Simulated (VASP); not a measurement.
Input of a VASP 6.6.1 run:

The input INCAR:

```
ALGO = Normal ; EDIFF = 1E-6
ENCUT = 520 ; GGA = PE
ISIF = 2 ; ISMEAR = -1
LASPH = T ; LCHARG = T
LELF = T ; LREAL = F
LVHAR = T ; LWAVE = F
NBANDS = 22 ; NELM = 80
PREC = Accurate ; SIGMA = 0.05
```

Contents of KPOINTS:

```
k-points
0
Gamma
  6 6 6
```

Contents of POSCAR:

```
GaSb3
1.0
    0.0000000000      3.6801753734      3.6801753734
    3.6801753734      0.0000000000      3.6801753734
    3.6801753734      3.6801753734      0.0000000000
Sb Ga
3 1
Direct
    0.5000000000      0.5000000000      0.5000000000
    0.7500000000      0.7500000000      0.7500000000
    0.2500000000      0.2500000000      0.2500000000
    0.0000000000      0.0000000000      0.0000000000
```

Potentials or basis: VASP PAW PBE potentials, release 64 (Sb, Ga_d).

The run is started by

```bash
$ cat potpaw_PBE.64/Sb/POTCAR potpaw_PBE.64/Ga_d/POTCAR > POTCAR
$ mpirun -np 1 vasp_std > vasp.out
```

Task: Predict the pressure.

Result: 1.5 GPa.

Task: What does it give for the band gap on the k mesh?

Result: Zero (band 14 reaches 9.29 eV, above the bottom of band 15 at 5.45 eV).

Caveat: spin-orbit coupling is left out, which moves the levels of the heavy elements.
